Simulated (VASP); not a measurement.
# CdTe (Cmcm) in VASP: notebook, part 2 of 2

VASP 6.6.1. Earlier steps stand in the parts before.

**4. Single point, PBE**

This run uses another cell than the first one, of 28.89 Å³/atom, 1.042 times its volume.

INCAR

```
PREC = Accurate
ENCUT = 520
EDIFF = 1E-6
ISMEAR = -1
SIGMA = 0.05
LREAL = False
LASPH = True
NELM = 60
ALGO = Normal
ISIF = 2
LWAVE = False
LCHARG = True
GGA = PE
LELF = True
LVHAR = True
NBANDS = 26
```

KPOINTS

```
regular mesh
0
Gamma
  6 6 5
```

POSCAR

```
CdTe
1.0
    3.0652910000     -3.0946090000      0.0000000000
    3.0652910000      3.0946090000      0.0000000000
    0.0000000000      0.0000000000      6.0906520000
Te Cd
2 2
Direct
    0.2338630000      0.7661370000      0.2500000000
    0.7661370000      0.2338630000      0.7500000000
    0.7229700000      0.2770300000      0.2500000000
    0.2770300000      0.7229700000      0.7500000000
```

Potentials or basis: VASP PAW PBE potentials, release 64 (Te, Cd).

Launch:

```bash
$ cat potpaw_PBE.64/Te/POTCAR potpaw_PBE.64/Cd/POTCAR > POTCAR
$ mpirun -np 1 vasp_std > vasp.out
```

OUTCAR:

```text
PREC = Accurate
   ENCUT = 520
   EDIFF = 1E-6
   ISMEAR = -1
   LREAL = False
   LASPH = True
   NELM = 60
   ISIF = 2
   GGA = PE

 ion  position               nearest neighbor table
   1  0.234  0.766  0.250-   3 3.03   4 3.06   4 3.06   3 3.07   3 3.07   3 3.16
   2  0.766  0.234  0.750-   4 3.03   3 3.06   3 3.06   4 3.07   4 3.07   4 3.16
   3  0.723  0.277  0.250-   1 3.03   2 3.06   2 3.06   1 3.07   1 3.07   1 3.16
   4  0.277  0.723  0.750-   2 3.03   1 3.06   1 3.06   2 3.07   2 3.07   2 3.16

  LATTYP: Found a base centered orthorhombic cell.
 ALAT       =     6.1305820000
 B/A-ratio  =     1.0095645079
 C/A-ratio  =     0.9934867522

  Lattice vectors:

 A1 = (   3.0652910000,  -3.0946090000,   0.0000000000)
 A2 = (   3.0652910000,   3.0946090000,   0.0000000000)
 A3 = (   0.0000000000,   0.0000000000,   6.0906520000)

Analysis of symmetry for initial positions (statically):
=====================================================================
 Subroutine PRICEL returns:
 Original cell was already a primitive cell.

 Routine SETGRP: Setting up the symmetry group for a
 base centered orthorhombic supercell.

[... 171 lines left out ...]
 E-fermi :   3.7949     XC(G=0):  -9.6449

 val. band max:        3.7432576647   @ k =   0.3333  -0.0000   0.2000
 cond. band min:       3.8113683548   @ k =  -0.1667   0.1667   0.4000
 fundamental gap:      0.0681106900
 Fermi energy:         3.7948611069

 k-point     1 :       0.0000    0.0000    0.0000
  band No.  band energies     occupation
      1      -7.7018      2.00000
      2      -6.8880      2.00000
      3      -4.5128      2.00000
      4      -4.4992      2.00000
      5      -4.4846      2.00000
      6      -4.4625      2.00000
[... 685 lines left out ...]
     25      11.2796      0.00000
     26      11.3826      0.00000

 [... further k-points ...]

------------------------ aborting loop because EDIFF is reached ----------------------------------------

  FORCE on cell =-STRESS in cart. coord.  units (eV):
  Direction    XX          YY          ZZ          XY          YZ          ZX
  --------------------------------------------------------------------------------------
  -------------------------------------------------------------------------------------
  Total       -0.1002491     -0.0995983     -0.0116075      0.0000000      0.0000000      0.0000000
  in kB       -1.3900159     -1.3809921     -0.1609450      0.0000000      0.0000000      0.0000000
  external PRESSURE =      -0.9773177 kB  Pullay stress =       0.0000000 kB

 VOLUME and BASIS-vectors are now :
 -----------------------------------------------------------------------------
  energy-cutoff  :      520.00
  volume of cell :      115.55
      direct lattice vectors                 reciprocal lattice vectors
     3.065291000 -3.094609000  0.000000000     0.163116650 -0.161571300  0.000000000
     3.065291000  3.094609000  0.000000000     0.163116650  0.161571300  0.000000000
     0.000000000  0.000000000  6.090652000     0.000000000  0.000000000  0.164186035

 POSITION                                       TOTAL-FORCE (eV/Angst)
 -----------------------------------------------------------------------------------
      3.06529      1.64718      1.52266         0.000000     -0.004657      0.000000
      3.06529     -1.64718      4.56799         0.000000      0.004657     -0.000000
      3.06529     -1.38001      1.52266         0.000000     -0.043017     -0.000000
      3.06529      1.38001      4.56799         0.000000      0.043017      0.000000
 -----------------------------------------------------------------------------------
    total drift:                                0.000000      0.000000      0.000000

  FREE ENERGIE OF THE ION-ELECTRON SYSTEM (eV)
  ---------------------------------------------------
  free  energy   TOTEN  =        -8.8757431158 eV

  energy  without entropy=       -8.8556997068  energy(sigma->0) =       -8.86572141
```

OSZICAR:

```text
N       E                     dE             d eps       ncg     rms          rms(c)
DAV:   1     0.224120250655E+03    0.22412E+03   -0.16606E+04  2028   0.124E+03
DAV:   2     0.100437895764E+01   -0.22312E+03   -0.21615E+03  2230   0.297E+02
DAV:   3    -0.930412243389E+01   -0.10309E+02   -0.10232E+02  2410   0.646E+01
DAV:   4    -0.941780683532E+01   -0.11368E+00   -0.11360E+00  2584   0.569E+00
DAV:   5    -0.941918365953E+01   -0.13768E-02   -0.13768E-02  2328   0.595E-01    0.748E+00
DAV:   6    -0.890379155189E+01    0.51539E+00   -0.98176E-01  2136   0.890E+00    0.626E+00
DAV:   7    -0.887684408981E+01    0.26947E-01   -0.28767E-01  2252   0.270E+00    0.228E+00
DAV:   8    -0.887585188288E+01    0.99221E-03   -0.28157E-02  2132   0.162E+00    0.673E-01
DAV:   9    -0.887598540334E+01   -0.13352E-03   -0.55266E-03  2270   0.670E-01    0.143E-01
DAV:  10    -0.887571427946E+01    0.27112E-03   -0.72344E-04  2152   0.287E-01    0.427E-02
DAV:  11    -0.887575826338E+01   -0.43984E-04   -0.23016E-04  2170   0.925E-02    0.551E-02
DAV:  12    -0.887574285475E+01    0.15409E-04   -0.27993E-05  2148   0.424E-02    0.385E-02
DAV:  13    -0.887574311584E+01   -0.26109E-06   -0.22542E-06  2194   0.710E-03
   1 F= -.88757431E+01 E0= -.88657214E+01  d E =-.200434E-01
```

stdout:

```text
POSCAR found type information on POSCAR TeCd
 POSCAR found :  2 types and       4 ions
 scaLAPACK will be used
 LDA part: xc-table for (Slater+PW92), standard interpolation
 POSCAR, INCAR and KPOINTS ok, starting setup
 FFT: planning ... GRIDC
 FFT: planning ... GRID_SOFT
 FFT: planning ... GRID
 WAVECAR not read
 entering main loop
```

Wall time 2.3 min (1 thread of AMD EPYC 7R13, shared host); peak memory 0.24 GiB.

What came out:

```yaml
Free_energy: -8.8757 eV
Pressure: -0.1 GPa
Largest_force: 0.043 eV/Å
Band_gap_on_the_k_mesh: zero (band 18 reaches 3.84 eV, above the bottom of band 19 at 2.53 eV)
```

Forces in eV/Å, atoms in the order of the input:
```
Te   0.000 -0.005  0.000
Te   0.000  0.005  0.000
Cd   0.000 -0.043  0.000
Cd   0.000  0.043  0.000
```

Stress tensor (GPa, compression positive):
```
-0.14  0.00  0.00
 0.00 -0.14  0.00
 0.00  0.00 -0.02
```

Caveat: spin-orbit coupling is left out, which moves the levels of the heavy elements.

**5. Overview**

```tsv
cell	gap on the mesh (eV)	pressure (GPa)	largest force (eV/Å)
a = 4.297, b = 4.297, c = 6.008 Å, angles 90.0, 90.0, 90.5°, 4 atoms	none	2.0	0.06
a = 4.327, b = 4.327, c = 6.050 Å, angles 90.0, 90.0, 90.5°, 4 atoms	none	0.9	0.05
a = 4.356, b = 4.356, c = 6.091 Å, angles 90.0, 90.0, 90.5°, 4 atoms	none	-0.1	0.04
```

Alike in all rows: task single point; level PBE; potentials or basis VASP PAW PBE potentials, release 64 (Te, Cd); no spin polarisation; k mesh 6 × 6 × 5; cutoff (eV) 520; smearing fermi-dirac 0.05 eV.

Caveats: spin-orbit coupling is left out, which moves the levels of the heavy elements.

Absolute energies hang on the potentials; compare differences alone.
